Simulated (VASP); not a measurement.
Input of a VASP 6.6.1 run:

File INCAR:

```
  ALGO = Normal
  EDIFF = 1E-6
  EDIFFG = -0.08
  ENCUT = 600
  GGA = PE
  IBRION = 2
  ISIF = 3
  ISMEAR = 0
  LASPH = True
  LCHARG = False
  LREAL = False
  LWAVE = False
  NELM = 60
  NSW = 36
  PREC = Accurate
  SIGMA = 0.15
```

Contents of KPOINTS:

```
k-points
0
Gamma
  3 3 1
```

POSCAR

```
In3GaSb2N2
1.0
    3.8000000000      0.0000000000      0.0000000000
    0.0000000000      3.8000000000      0.0000000000
    0.0000000000      0.0000000000     11.5700000000
In Ga Sb N
3 1 2 2
Direct
    0.5000000000      0.5000000000      0.1550000000
    0.5000000000      0.5000000000      0.8450000000
    0.0000000000      0.0000000000      0.5000000000
    0.0000000000      0.0000000000      0.0000000000
    0.5000000000      0.0000000000      0.6700000000
    0.0000000000      0.5000000000      0.3300000000
    0.0000000000      0.5000000000      0.9300000000
    0.5000000000      0.0000000000      0.0700000000
```

Potentials or basis: VASP PAW PBE potentials, release 64 (In_d, Ga_d, Sb, N).

The run is started by

```console
$ cat potpaw_PBE.64/In_d/POTCAR potpaw_PBE.64/Ga_d/POTCAR potpaw_PBE.64/Sb/POTCAR potpaw_PBE.64/N/POTCAR > POTCAR
$ mpirun -np 1 vasp_std > vasp.out
```

Predict the relaxed volume.

23.79 Å³/atom.

Predict the band gap on the k mesh.

zero (filled and empty bands touch).

What does it give for the space group after relaxing (to 0.1 Å)?

P-4m2 (No. 115).

Forces on the atoms (eV/Å):
```
In   0.000  0.000  0.030
In   0.000  0.000 -0.030
In   0.000  0.000  0.000
Ga   0.000  0.000  0.000
Sb   0.000  0.000  0.010
Sb   0.000  0.000 -0.010
N    0.000  0.000 -0.056
N    0.000  0.000  0.056
```

Caveat: the k points lie up to 0.53 Å⁻¹ apart in the final cell; semilocal functionals underestimate gaps, so a narrow gap can read as zero; spin-orbit coupling is left out, which moves the levels of the heavy elements; the relaxation stopped at a loose force limit of 0.08 eV/Å, so its end isn't a converged minimum.
